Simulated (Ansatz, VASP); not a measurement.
## Two plane-wave programs on KCl

```xyz
2
Lattice="0.0000 3.1217 3.1217 3.1217 0.0000 3.1217 3.1217 3.1217 0.0000" Properties=species:S:1:pos:R:3 pbc="T T T"
K     0.0000    0.0000    0.0000
Cl    3.1217    3.1217    3.1217
```

Alike in both runs: task single point; functional PBEsol; k mesh 8 × 8 × 8; occupations gaussian, width 0.05 eV; no spin polarisation.

|  | VASP | Ansatz |
| --- | --- | --- |
| version | VASP 6.6.1 | Ansatz 0.2.0 |
| potentials or method | VASP PAW PBE potentials, release 64 (K_sv, Cl), cutoff 500 eV | scalar-relativistic, plane waves, PAW |
| valence electrons in the cell | 16 | 16 |

|  | VASP | Ansatz | Ansatz less VASP |
| --- | --- | --- | --- |
| gap on the k mesh at the Fermi level (eV) | 5.10 | 5.10 | +0.004 |
| least direct gap on the mesh (eV) | 5.10 | 5.10 | +0.004 |
| pressure (GPa) | 0.0 | 0.0 | -0.04 |

VASP's potentials were made for PBE, not for PBEsol.
